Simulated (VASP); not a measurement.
The system is Be3Pd.

```
Be Pd
1.0
    -1.66031    1.66031    3.60172
     1.66031   -1.66031    3.60172
     1.66031    1.66031   -3.60172
Be Pd
3 1
Cartesian
  0.0000 1.6603 1.8009
  1.6603 0.0000 1.8009
  0.0000 0.0000 3.6017
  0.0000 0.0000 0.0000
```

```yaml
Program: VASP 6.6.1
Task: relaxation of volume and atoms at fixed shape
Functional: LDA
Potentials_or_basis: VASP PAW LDA potentials, release 64 (Be, Pd)
Cutoff: 600 eV
k_mesh: 11 × 11 × 11
Occupations: fermi-dirac, width 0.05 eV
Spin: no spin polarisation
```

At the start: pressure -7.5 GPa; volume 9.93 Å³/atom.

Q: How do energy, volume and symmetry change on relaxing?

A: Over 3 steps the energy falls by 11.6 meV/atom and the volume is 9.46 Å³/atom (-4.8 %); space group I4/mmm (No. 139, to 0.05 Å).

Step by step:
| step | energy change (eV) | largest force (eV/Å) | pressure (GPa) | volume (Å³) |
| --- | --- | --- | --- | --- |
| 1 | 0.0000 | 0.0000 | -7.52 | 39.71 |
| 2 | -0.0387 | 0.0000 | 3.47 | 37.10 |
| 3 | -0.0464 | 0.0000 | 0.00 | 37.82 |

Final structure:
```yaml
crystal:
  lattice:
    - [-1.63348, 1.63348, 3.54353]
    - [1.63348, -1.63348, 3.54353]
    - [1.63348, 1.63348, -3.54353]
  atoms:
    - { symbol: Be, position: [0.75000, 0.25000, 0.50000] }
    - { symbol: Be, position: [0.25000, 0.75000, 0.50000] }
    - { symbol: Be, position: [0.50000, 0.50000, 0.00000] }
    - { symbol: Pd, position: [0.00000, 0.00000, 0.00000] }
```
